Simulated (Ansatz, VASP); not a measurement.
# SnSe2: VASP beside Ansatz

INCAR

```
PREC = Accurate ; ENCUT = 500
EDIFF = 1E-7 ; ISMEAR = -1
SIGMA = 0.05 ; LREAL = False
LASPH = True ; NELM = 120
ALGO = Normal ; ISIF = 3
LWAVE = False ; LCHARG = False
GGA = LIBXC ; LIBXC1 = GGA_X_B88
LIBXC2 = GGA_C_PBE ; IBRION = 2
NSW = 60 ; EDIFFG = -0.01
GGA_COMPAT = False ; NELMIN = 4
```

KPOINTS

```
regular mesh
0
Gamma
  8 8 5
```

Contents of POSCAR:

```
SnSe2
1.0
    3.8110000000      0.0000000000      0.0000000000
   -1.9055000000      3.3004228138      0.0000000000
    0.0000000000      0.0000000000      6.1360000000
Sn Se
1 2
Direct
    0.0000000000      0.0000000000      0.0000000000
    0.6666666667      0.3333333333      0.7510000000
    0.3333333333      0.6666666667      0.2490000000
```

input.yaml

```yaml
crystal:
  lattice:
    - [3.811, 0.0, 0.0]
    - [-1.9055, 3.3004228138, 0.0]
    - [0.0, 0.0, 6.136]
  atoms:
    - { symbol: Sn, position: [0.0, 0.0, 0.0] }
    - { symbol: Se, position: [0.6666666667, 0.3333333333, 0.751] }
    - { symbol: Se, position: [0.3333333333, 0.6666666667, 0.249] }
hamiltonian:
  xc: { exchange: b88, correlation: pbe }
  pseudopotentials: { kind: paw }
kpoints:
  mp_grid: { grid: [8, 8, 5] }
scf:
  occupations: { method: fermi_dirac, width: 0.05 }
output:
  forces: true
  stress: true
relax:
  f_tol: 0.01
  max_steps: 40
  cell: { stress_tol: 0.05 }
```

Alike in both runs: task relaxation of cell and atoms; functional b88 exchange, pbe correlation; k mesh 8 × 8 × 5; occupations fermi-dirac, width 0.05 eV; no spin polarisation.

```csv
,VASP,Ansatz
version,VASP 6.6.1,Ansatz 0.2.0
potentials or method,"VASP PAW PBE potentials, release 64 (Sn_d, Se)",Ansatz PAW
plane-wave cutoff (eV),500,420
valence electrons in the cell,26,46
```

```csv
,VASP,Ansatz,Ansatz less VASP
relaxed volume (Å³/atom),35.13,39.90,+4.769
relaxed cell length with the largest relative difference (Å),8.113,9.216,+1.1031
```

VASP's potentials were made for PBE, not for b88 exchange, pbe correlation. One of these differences is far larger than is usual between the two programs; its cause wasn't traced. VASP's potentials hold 26 valence electrons a cell and Ansatz's 46, so a difference there can come from the potentials and not from the codes.

Noted on VASP's run: the volume moved by over 15 % at a fixed basis, so the end points are rough. Noted on Ansatz's run: the volume moved by over 15 % at a fixed basis, so the end points are rough; odd divisions of the mesh miss points on the zone boundary, where band edges often lie, so the gap on the mesh can be too wide; the plane-wave basis is chosen anew once the cell has moved, so the energies of steps on either side of that aren't comparable.
